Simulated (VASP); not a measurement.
A run of VASP 6.6.1:

INCAR

```
  PREC = Accurate
  ENCUT = 690
  EDIFF = 1E-6
  ISMEAR = -1
  SIGMA = 0.05
  LREAL = F
  LASPH = T
  NELM = 200
  ALGO = Normal
  ISIF = 2
  LWAVE = F
  LCHARG = F
  ISPIN = 2
  MAGMOM = 1.5 1.5 1.5 0
  LORBIT = 11
  NUPDOWN = 4.5
  LMAXMIX = 4
  GGA = PE
  NBANDS = 40
  GGA_COMPAT = F
```

KPOINTS

```
regular mesh
0
Gamma
  6 6 6
```

The input POSCAR:

```
AlNi3
1.0
    3.5230547267      0.0000000000      0.0000000000
    0.0000000000      3.5230547267      0.0000000000
    0.0000000000      0.0000000000      3.5230547267
Ni Al
3 1
Direct
    0.5000000000      0.5000000000      0.0000000000
    0.5000000000      0.0000000000      0.5000000000
    0.0000000000      0.5000000000      0.5000000000
    0.0000000000      0.0000000000      0.0000000000
```

Potentials or basis: VASP PAW PBE potentials, release 64 (Ni_sv_GW, Al).

Run with:

```sh
$ cat potpaw_PBE.64/Ni_sv_GW/POTCAR potpaw_PBE.64/Al/POTCAR > POTCAR
$ mpirun -np 1 vasp_std > vasp.out
```

Hardware: 1 thread of Intel(R) Xeon(R) Platinum 8488C (Sapphire Rapids), with other jobs on the host.

Task: Estimate the wall time of this run.

Result: Run time: 110 s on 1 thread of Intel(R) Xeon(R) Platinum 8488C (Sapphire Rapids), with other jobs on the host, peak memory 0.25 GiB. Counts: scf iterations 16, k points 20.
